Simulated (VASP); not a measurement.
# Cr (Im-3m) in VASP: notebook

Cr is run at these levels: PBE; tasks: single point.

Program: VASP 6.6.1. These are calculated values, not measurements. Logs are shortened: lines on timing, memory, paths and dates and some standing lists are left out, and cuts for length are marked.

**1. The cell of the first run**

Symmetry: Im-3m, No. 229, cubic system. The conventional cell has a = 2.848 Å, b = 2.848 Å, c = 2.848 Å, α = 90.00°, β = 90.00°, γ = 90.00°. Within 3.3 Å of Cr (site symmetry m-3m) lie 14 Cr at 2.47 to 2.85 Å.

**2. Single point, PBE, collinear spin, ferromagnetic start**

Contents of INCAR:

```
PREC = Accurate
ENCUT = 520
EDIFF = 1E-6
ISMEAR = 1
SIGMA = 0.03
LREAL = F
LASPH = T
NELM = 150
ALGO = Normal
ISIF = 2
LWAVE = F
LCHARG = T
ISPIN = 2
MAGMOM = 1.5
LORBIT = 11
LMAXMIX = 4
GGA = PE
LELF = T
LVHAR = T
NBANDS = 16
```

Contents of KPOINTS:

```
Automatic mesh
0
Gamma
  15 15 15
```

Contents of POSCAR:

```
Cr
1.0
   -1.4240148648      1.4240148648      1.4240148648
    1.4240148648     -1.4240148648      1.4240148648
    1.4240148648      1.4240148648     -1.4240148648
Cr
1
Direct
    0.0000000000      0.0000000000      0.0000000000
```

Potentials or basis: VASP PAW PBE potentials, release 64 (Cr_pv).

On the command line:

```sh
$ cat potpaw_PBE.64/Cr_pv/POTCAR > POTCAR
$ mpirun -np 1 vasp_std > vasp.out
```

OUTCAR:

```text
PREC = Accurate
   ENCUT = 520
   EDIFF = 1E-6
   ISMEAR = 1
   LREAL = F
   LASPH = T
   NELM = 150
   ISIF = 2
   ISPIN = 2
   LORBIT = 11
   GGA = PE

 ion  position               nearest neighbor table
   1  0.000  0.000  0.000-

  LATTYP: Found a body centered cubic cell.
 ALAT       =     2.8480297296

  Lattice vectors:

 A1 = (  -1.4240148648,   1.4240148648,   1.4240148648)
 A2 = (   1.4240148648,  -1.4240148648,   1.4240148648)
 A3 = (   1.4240148648,   1.4240148648,  -1.4240148648)

Analysis of symmetry for initial positions (statically):
=====================================================================
 Subroutine PRICEL returns:
 Original cell was already a primitive cell.

 Routine SETGRP: Setting up the symmetry group for a
 body centered cubic supercell.

 Subroutine GETGRP returns: Found 48 space group operations
 (whereof 48 operations were pure point group operations)
 out of a pool of 48 trial point group operations.

The static configuration has the point symmetry O_h .

Analysis of symmetry for dynamics (positions and initial velocities):
=====================================================================
 Subroutine PRICEL returns:
 Original cell was already a primitive cell.

 Routine SETGRP: Setting up the symmetry group for a
 body centered cubic supercell.

 Subroutine GETGRP returns: Found 48 space group operations
 (whereof 48 operations were pure point group operations)
 out of a pool of 48 trial point group operations.

The dynamic configuration has the point symmetry O_h .

Analysis of structural, dynamic, and magnetic symmetry:
=====================================================================
 Subroutine PRICEL returns:
 Original cell was already a primitive cell.

 Routine SETGRP: Setting up the symmetry group for a
 body centered cubic supercell.

 Subroutine GETGRP returns: Found 48 space group operations
 (whereof 48 operations were pure point group operations)
 out of a pool of 48 trial point group operations.

The overall configuration has the point symmetry O_h .

 Subroutine INISYM returns: Found 48 space group operations
 (whereof 48 operations are pure point group operations),
 and found     1 'primitive' translations

----------------------------------------------------------------------------------------

                                     Primitive cell

  volume of cell :      11.5506

  direct lattice vectors                    reciprocal lattice vectors
[... 101 lines left out ...]
   EFERMI_NEDOS =   21; number of points for ismear=-14 and -15
   IALGO  =     38    algorithm
   IMIX   =      4    mixing-type and parameters
     AMIX     =   0.40;   BMIX     =  1.00
     AMIX_MAG =   1.60;   BMIX_MAG =  1.00
  volume/ion in A,a.u.               =      11.55        77.95
  Fermi-wavevector in a.u.,A,eV,Ry     =   1.658062  3.133283 37.404716  2.749169
  Thomas-Fermi vector in A             =   2.745707
   LORBIT       =     11    0 simple, 1 ext, 2 COOP (PROOUT), +10 PAW based schemes
   GGA     = PE    functional components
   LHFCALC =     F    Hartree Fock is set to
   AEXX    =    0.0000 exact exchange contribution
   IVDW    =     0    specifies the selected vdW correction
   LEPSILON=     F    determine dielectric tensor
   LRPA    =     F    only Hartree local field effects (RPA)
 spin polarized calculation
 Methfessel and Paxton  Order N= 1 SIGMA  =   0.03
  energy-cutoff  :      520.00
  volume of cell :       11.55
 maximum number of plane-waves:       321
   NGX =  9   NGY =  9   NGZ =  9

 number of electron      12.0000000 magnetization       1.5000000

 number of electron      11.9999994 magnetization      -0.0254800

 Free energy of the ion-electron system (eV)
  ---------------------------------------------------
  ext. energy  EPLUGINS =         0.00000000
  ---------------------------------------------------
  free energy    TOTEN  =        -9.50878561 eV

  energy without entropy =       -9.50868351  energy(sigma->0) =       -9.50875157

 E-fermi :  11.0000     XC(G=0): -13.6708

 val. band max:       10.9988437753   @ k =  -0.2667   0.2667   0.1333
 cond. band min:      11.0108160352   @ k =   0.0667   0.0667   0.0667
 fundamental gap:      0.0119722599
 Fermi energy:        10.9999663242

 spin component 1

 k-point     1 :       0.0000    0.0000    0.0000
  band No.  band energies     occupation
      1     -31.7151      1.00000
      2     -31.7151      1.00000
      3     -31.7151      1.00000
      4       3.1202      1.00000
      5      10.0943      1.00000
      6      10.0943      1.00000
[... 435 lines left out ...]
      5       8.6432      1.00000
      6       9.8666      1.00000
[... 8 lines left out ...]
     15      40.2442      0.00000
     16      45.3348      0.00000

 [... further k-points ...]

 spin component 2

 k-point     1 :       0.0000    0.0000    0.0000
  band No.  band energies     occupation
      1     -31.7403      1.00000
      2     -31.7403      1.00000
      3     -31.7403      1.00000
      4       3.1127      1.00000
      5      10.0669      1.00000
      6      10.0669      1.00000
[... 435 lines left out ...]
      5       8.6204      1.00000
      6       9.8525      1.00000
[... 8 lines left out ...]
     15      40.2362      0.00000
     16      45.3234      0.00000

 [... further k-points ...]

------------------------ aborting loop because EDIFF is reached ----------------------------------------

  FORCE on cell =-STRESS in cart. coord.  units (eV):
  Direction    XX          YY          ZZ          XY          YZ          ZX
  --------------------------------------------------------------------------------------
  -------------------------------------------------------------------------------------
  Total       -0.0560588     -0.0560588     -0.0560588      0.0000000      0.0000000      0.0000000
  in kB       -7.7759039     -7.7759039     -7.7759039      0.0000000      0.0000000      0.0000000
  external PRESSURE =      -7.7759039 kB  Pullay stress =       0.0000000 kB

 VOLUME and BASIS-vectors are now :
 -----------------------------------------------------------------------------
  energy-cutoff  :      520.00
  volume of cell :       11.55
      direct lattice vectors                 reciprocal lattice vectors
    -1.424014865  1.424014865  1.424014865     0.000000000  0.351119930  0.351119930
     1.424014865 -1.424014865  1.424014865     0.351119930  0.000000000  0.351119930
     1.424014865  1.424014865 -1.424014865     0.351119930  0.351119930  0.000000000

 POSITION                                       TOTAL-FORCE (eV/Angst)
 -----------------------------------------------------------------------------------
      0.00000      0.00000      0.00000         0.000000     -0.000000     -0.000000
 -----------------------------------------------------------------------------------
    total drift:                                0.000000      0.000000      0.000000

  FREE ENERGIE OF THE ION-ELECTRON SYSTEM (eV)
  ---------------------------------------------------
  free  energy   TOTEN  =        -9.5087856066 eV

  energy  without entropy=       -9.5086835116  energy(sigma->0) =       -9.50875157

 total charge

# of ion       s       p       d       tot
------------------------------------------
    1        0.440   6.400   4.220  11.061

 magnetization (x)

# of ion       s       p       d       tot
------------------------------------------
    1        0.000  -0.001  -0.024  -0.025
```

stdout:

```text
POSCAR found type information on POSCAR Cr
 POSCAR found :  1 types and       1 ions
 scaLAPACK will be used
 LDA part: xc-table for (Slater+PW92), standard interpolation
 POSCAR, INCAR and KPOINTS ok, starting setup
 FFT: planning ... GRIDC
 FFT: planning ... GRID_SOFT
 FFT: planning ... GRID
 WAVECAR not read
 entering main loop
```

Run time: 50 s. Hardware: 1 thread of Intel Xeon 8259CL, shared host; peak memory 0.14 GiB.

Results:

```yaml
Free_energy: -9.5088 eV
Pressure: -0.8 GPa
Band_gap_on_the_k_mesh: zero (filled and empty bands overlap)
Net_moment: -0.03 μB per cell
Site_moments: Cr -0.03 μB
Valence_electrons_inside_the_program's_atomic_spheres: Cr 11.06
```

Caveat: an empty level that is flat over the whole mesh can mark a ghost state of the potentials, or a narrow d or f band.

**3. Single point, PBE, collinear spin, ferromagnetic start**

Contents of INCAR:

```
SYSTEM = Cr
PREC = Accurate ; ENCUT = 520
EDIFF = 1E-6 ; ISMEAR = 1
SIGMA = 0.1 ; LREAL = .FALSE.
LASPH = .TRUE. ; NELM = 150
ALGO = Normal ; ISIF = 2
LWAVE = .FALSE. ; LCHARG = .FALSE.
ISPIN = 2 ; MAGMOM = 1.5
LORBIT = 11 ; LMAXMIX = 4
GGA = PE ; NBANDS = 16
```

Contents of KPOINTS:

```
regular mesh
0
G
  15 15 15
  0 0 0
```

POSCAR is that of step 2.

Potentials or basis: VASP PAW PBE potentials, release 64 (Cr_pv).

On the command line:

```sh
$ cat potpaw_PBE.64/Cr_pv/POTCAR > POTCAR
$ mpirun -np 1 vasp_std > vasp.out
```

It took 52 s on 1 thread of Intel Xeon 8259CL, shared host; peak memory 0.15 GiB.

The run converged. Its results:

* Free energy: -9.5093 eV
* Pressure: -0.7 GPa
* Band gap on the k mesh: zero (filled and empty bands overlap)
* Net moment: 0.00 μB per cell
* Valence electrons inside the program's atomic spheres: Cr 11.06

Levels at points of the mesh, in eV from the Fermi level:
Spin up:
| k point | band 2 | band 3 | band 4 | band 5 | band 6 | band 7 | band 8 | band 9 | band 10 | band 11 |
| --- | --- | --- | --- | --- | --- | --- | --- | --- | --- | --- |
| (0.00, 0.00, 0.00) | -42.72 | -42.72 | -7.87 | -0.91 | -0.91 | -0.91 | 1.14 | 1.14 | 7.12 | 22.29 |
Spin down:
```csv
k point,band 4,band 5,band 6,band 7,band 8,band 9
"(0.00, 0.00, 0.00)",-7.87,-0.91,-0.91,-0.91,1.14,1.14
```

Caveat: an empty level that is flat over the whole mesh can mark a ghost state of the potentials, or a narrow d or f band.

**4. Single point, PBE, collinear spin, ferromagnetic start**

Contents of INCAR:

```
SYSTEM = Cr
ALGO = Normal
EDIFF = 1E-6
ENCUT = 520
GGA = PE
ISIF = 2
ISMEAR = 1
ISPIN = 2
LASPH = .True.
LCHARG = .False.
LMAXMIX = 4
LORBIT = 11
LREAL = .False.
LWAVE = .False.
MAGMOM = 1.5
NBANDS = 16
NELM = 150
PREC = Accurate
SIGMA = 0.2
```

Contents of KPOINTS:

```
k-points
0
Gamma
  15 15 15
  0 0 0
```

POSCAR is that of step 3.

On the command line:

```sh
$ cat potpaw_PBE.64/Cr_pv/POTCAR > POTCAR
$ mpirun -np 1 vasp_std > vasp.out
```

Run time: 54 s. Hardware: 1 thread of Intel Xeon 8259CL, shared host; peak memory 0.15 GiB.

The run converged. Its results:

| Quantity | Value |
| --- | --- |
| Free energy | -9.5105 eV |
| Pressure | -0.6 GPa |
| Band gap on the k mesh | zero (filled and empty bands overlap) |
| Net moment | 0.00 μB per cell |
| Valence electrons inside the program's atomic spheres | Cr 11.06 |

Levels at points of the mesh, in eV from the Fermi level:
Spin up:
```tsv
k point	band 2	band 3	band 4	band 5	band 6	band 7	band 8	band 9	band 10	band 11
(0.00, 0.00, 0.00)	-42.72	-42.72	-7.87	-0.91	-0.91	-0.91	1.14	1.14	7.11	22.29
```
Spin down:
```
           k point  band 3  band 4  band 5  band 6  band 7  band 8  band 9  band 10
(0.00, 0.00, 0.00)  -42.73   -7.87   -0.91   -0.91   -0.91    1.14    1.14     7.11
```

Caveat: an empty level that is flat over the whole mesh can mark a ghost state of the potentials, or a narrow d or f band.

**5. Single point, PBE, collinear spin, ferromagnetic start**

Contents of INCAR:

```
  PREC = Accurate
  ENCUT = 520
  EDIFF = 1E-6
  ISMEAR = 1
  SIGMA = 0.3
  LREAL = False
  LASPH = True
  NELM = 150
  ALGO = Normal
  ISIF = 2
  LWAVE = False
  LCHARG = False
  ISPIN = 2
  MAGMOM = 1.5
  LORBIT = 11
  LMAXMIX = 4
  GGA = PE
  NBANDS = 16
```

Contents of KPOINTS:

```
regular mesh
0
Gamma
  15 15 15
```

POSCAR is that of step 4.

On the command line:

```sh
$ cat potpaw_PBE.64/Cr_pv/POTCAR > POTCAR
$ mpirun -np 1 vasp_std > vasp.out
```

It took 63 s on 1 thread of Intel Xeon 8259CL, shared host; peak memory 0.14 GiB.

The run converged. Its results:

```yaml
Free_energy: -9.5115 eV
Pressure: -0.5 GPa
Band_gap_on_the_k_mesh: zero (filled and empty bands overlap)
Net_moment: 0.00 μB per cell
Valence_electrons_inside_the_program's_atomic_spheres: Cr 11.06
```

Levels at points of the mesh, in eV from the Fermi level:
Spin up:
```csv
k point,band 4,band 5,band 6,band 7,band 8,band 9
"(0.00, 0.00, 0.00)",-7.87,-0.92,-0.92,-0.92,1.14,1.14
```
Spin down:
```
           k point  band 4  band 5  band 6  band 7  band 8  band 9
(0.00, 0.00, 0.00)   -7.87   -0.92   -0.92   -0.92    1.14    1.14
```

Caveat: so wide a smearing shifts energies and pressures; an empty level that is flat over the whole mesh can mark a ghost state of the potentials, or a narrow d or f band.
